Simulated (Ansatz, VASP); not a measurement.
# Ir6O: VASP beside Ansatz

File INCAR:

```
SYSTEM = Ir6O
PREC     = Accurate       ! precision mode
ENCUT    = 520            ! plane-wave cutoff, eV
EDIFF    = 1E-6           ! SCF threshold, eV
ISMEAR   = -1             ! smearing method
SIGMA    = 0.05           ! smearing width, eV
LREAL    = .FALSE.        ! projectors in reciprocal space
LASPH    = .TRUE.         ! aspherical terms in the spheres
NELM     = 80             ! most SCF steps
ALGO     = Normal         ! electronic algorithm
ISIF     = 2              ! what is computed and relaxed
LWAVE    = .FALSE.        ! write WAVECAR
LCHARG   = .FALSE.        ! write CHGCAR
LDIPOL   = .TRUE.       
IDIPOL   = 3            
DIPOL    = 0.5 0.5 0.461
GGA      = PE             ! functional
NBANDS   = 73             ! bands
```

The input KPOINTS:

```
Automatic mesh
0
G
  6 6 1
  0 0 0
```

POSCAR

```
Ir6O
1.0
    5.4297315514      0.0000000000      0.0000000000
   -2.7148657757      4.7022854592      0.0000000000
    0.0000000000      0.0000000000     23.6682572471
Ir O
12 2
Direct
    0.3333333333      0.1666666667      0.3380054525
    0.3333333333      0.6666666667      0.3380054525
    0.8333333333      0.1666666667      0.3380054525
    0.8333333333      0.6666666667      0.3380054525
    0.6666666667      0.3333333333      0.4316616351
    0.6666666667      0.8333333333      0.4316616351
    0.1666666667      0.3333333333      0.4316616351
    0.1666666667      0.8333333333      0.4316616351
    0.0000000000      0.5000000000      0.5253178178
    0.0000000000      0.0000000000      0.5253178178
    0.5000000000      0.5000000000      0.5253178178
    0.5000000000      0.0000000000      0.5253178178
    0.2500000000      0.5000000000      0.6106641945
    0.2500000000      0.5000000000      0.6628395612
```

input.yaml

```yaml
crystal:
  lattice:
    - [5.4297315514, 0.0, 0.0]
    - [-2.7148657757, 4.7022854592, 0.0]
    - [0.0, 0.0, 23.6682572471]
  atoms:
    - { symbol: Ir, position: [0.3333333333, 0.1666666667, 0.3380054525] }
    - { symbol: Ir, position: [0.3333333333, 0.6666666667, 0.3380054525] }
    - { symbol: Ir, position: [0.8333333333, 0.1666666667, 0.3380054525] }
    - { symbol: Ir, position: [0.8333333333, 0.6666666667, 0.3380054525] }
    - { symbol: Ir, position: [0.6666666667, 0.3333333333, 0.4316616351] }
    - { symbol: Ir, position: [0.6666666667, 0.8333333333, 0.4316616351] }
    - { symbol: Ir, position: [0.1666666667, 0.3333333333, 0.4316616351] }
    - { symbol: Ir, position: [0.1666666667, 0.8333333333, 0.4316616351] }
    - { symbol: Ir, position: [0.0, 0.5, 0.5253178178] }
    - { symbol: Ir, position: [0.0, 0.0, 0.5253178178] }
    - { symbol: Ir, position: [0.5, 0.5, 0.5253178178] }
    - { symbol: Ir, position: [0.5, 0.0, 0.5253178178] }
    - { symbol: O, position: [0.25, 0.5, 0.6106641945] }
    - { symbol: O, position: [0.25, 0.5, 0.6628395612] }
hamiltonian:
  xc: pbe
  pseudopotentials: { kind: paw }
kpoints:
  mp_grid: { grid: [6, 6, 1] }
scf:
  occupations: { method: fermi_dirac, width: 0.05 }
output:
  forces: true
  eigenvalues: true
  write_density: true
  write_potential: true
  elf: true
  volumetric_format: npy
efield:
  axis: 3
  dipole_correction: true
  ramp_width: 0.04
```

Alike in both runs: task single point; functional PBE; k mesh 6 × 6 × 1; occupations fermi-dirac, width 0.05 eV; no spin polarisation.

|  | VASP | Ansatz |
| --- | --- | --- |
| version | VASP 6.6.1 | Ansatz 0.2.0 |
| potentials or method | VASP PAW PBE potentials, release 64 (Ir, O) | Ansatz PAW |
| plane-wave cutoff (eV) | 520 | 420 |
| valence electrons in the cell | 120 | 216 |

Ansatz gave:

```
gap on the k mesh at the Fermi level (eV) : none
rms of the force components (eV/Å)        : 0.330
```

**Question.** What did VASP give for the same quantities?

**Answer.** gap on the k mesh at the Fermi level (eV): none; rms of the force components (eV/Å): 0.514.

Atom by atom the forces differ by 0.211 eV/Å (rms over components). A gap of «none» marks a metal or a gap that the smearing closes. VASP's potentials hold 120 valence electrons a cell and Ansatz's 216, so a difference there can come from the potentials and not from the codes.

Spin-orbit coupling is off throughout. Noted on VASP's run: the standard files for N, O and F lose accuracy on very short bonds.
